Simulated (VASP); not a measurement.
CoSi:

```
Co Si
1.0
     4.43800    0.00000    0.00000
     0.00000    4.43800    0.00000
     0.00000    0.00000    4.43800
Co Si
4 4
Direct
  0.14000 0.14000 0.14000
  0.36000 0.86000 0.64000
  0.64000 0.36000 0.86000
  0.86000 0.64000 0.36000
  0.84300 0.84300 0.84300
  0.65700 0.15700 0.34300
  0.34300 0.65700 0.15700
  0.15700 0.34300 0.65700
```

| Quantity | Value |
| --- | --- |
| Program | VASP 6.6.1 |
| Task | relaxation of cell and atoms |
| Functional | PBE |
| Dispersion | D3(BJ) |
| Potentials or basis | VASP PAW PBE potentials, release 64 (Co, Si) |
| Cutoff | 600 eV |
| k mesh | 10 × 10 × 10 |
| Occupations | gaussian, width 0.02 eV |
| Spin | no spin polarisation |

At the start: pressure -7.8 GPa; volume 10.93 Å³/atom.

Q: How do energy, volume and symmetry change on relaxing?

A: Over 10 steps the energy falls by 14.4 meV/atom and the volume is 10.50 Å³/atom (-3.9 %); space group P2_13 (No. 198, to 0.05 Å).

Step by step:
| step | energy change (eV) | largest force (eV/Å) | pressure (GPa) | volume (Å³) |
| --- | --- | --- | --- | --- |
| 1 | 0.0000 | 0.2679 | -7.84 | 87.41 |
| 2 | 0.0249 | 0.4506 | 11.36 | 80.82 |
| 3 | -0.0847 | 0.3587 | 0.38 | 84.23 |
| 4 | -0.1035 | 0.2206 | 0.29 | 84.11 |
| 5 | -0.1146 | 0.0280 | 0.31 | 83.92 |
| 6 | -0.1146 | 0.0291 | 0.28 | 83.94 |
| 7 | -0.1146 | 0.0027 | -0.50 | 84.20 |
| 8 | -0.1148 | 0.0166 | -0.04 | 84.05 |
| 9 | -0.1148 | 0.0159 | -0.06 | 84.06 |
| 10 | -0.1148 | 0.0019 | -0.01 | 84.04 |

Final structure:
```yaml
crystal:
  lattice:
    - [4.38015, 0.00000, 0.00000]
    - [0.00000, 4.38015, 0.00000]
    - [0.00000, 0.00000, 4.38015]
  atoms:
    - { symbol: Co, position: [0.14615, 0.14615, 0.14615] }
    - { symbol: Co, position: [0.35385, 0.85385, 0.64615] }
    - { symbol: Co, position: [0.64615, 0.35385, 0.85385] }
    - { symbol: Co, position: [0.85385, 0.64615, 0.35385] }
    - { symbol: Si, position: [0.84364, 0.84364, 0.84364] }
    - { symbol: Si, position: [0.65636, 0.15636, 0.34364] }
    - { symbol: Si, position: [0.34364, 0.65636, 0.15636] }
    - { symbol: Si, position: [0.15636, 0.34364, 0.65636] }
```

Caveat: pairwise dispersion overbinds metals, which lowers pressure and volume.
